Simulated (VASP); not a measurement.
Input of a VASP 6.6.1 run:

INCAR

```
SYSTEM = ScSn3Se
PREC = Accurate ; ENCUT = 600
EDIFF = 1E-6 ; ISMEAR = 0
SIGMA = 0.1 ; LREAL = .FALSE.
LASPH = .TRUE. ; NELM = 60
ALGO = Normal ; ISIF = 3
LWAVE = .FALSE. ; LCHARG = .FALSE.
GGA = PE ; IBRION = 2
NSW = 90 ; EDIFFG = -0.04
```

The input KPOINTS:

```
Automatic mesh
0
G
  6 6 4
  0 0 0
```

POSCAR

```
ScSn3Se
1.0
    4.7570777362      0.0000000000      0.0000000000
   -2.3785388681      4.1197501673      0.0000000000
    0.0000000000      0.0000000000      6.7863046036
Sc Sn Se
1 3 1
Direct
    0.6666666667      0.3333333333      0.0000000000
    0.3333333333      0.6666666667      0.2743312648
    0.3333333333      0.6666666667      0.7256687352
    0.6666666667      0.3333333333      0.5000000000
    0.0000000000      0.0000000000      0.0000000000
```

Potentials or basis: VASP PAW PBE potentials, release 64 (Sc_sv, Sn_d, Se).

Run with:

```sh
$ cat potpaw_PBE.64/Sc_sv/POTCAR potpaw_PBE.64/Sn_d/POTCAR potpaw_PBE.64/Se/POTCAR > POTCAR
$ mpirun -np 1 vasp_std > vasp.out
```

What does it give for the relaxed volume?

26.77 Å³/atom.

What does it give for the relaxed cell?

a = 4.768 Å, b = 4.768 Å, c = 6.796 Å, α = 90.00°, β = 90.00°, γ = 120.00°.

Estimate the space group after relaxing (to 0.1 Å).

P-6m2 (No. 187).

Estimate the band gap on the k mesh.

zero (an odd number of electrons rules out a gap without spin polarisation).

Step by step:
```tsv
step	energy change (eV)	largest force (eV/Å)	pressure (GPa)	volume (Å³)
1	0.0000	0.0239	0.26	133.00
2	-0.0005	0.0002	-0.07	133.83
```

Caveat: spin-orbit coupling is left out, which moves the levels of the heavy elements.
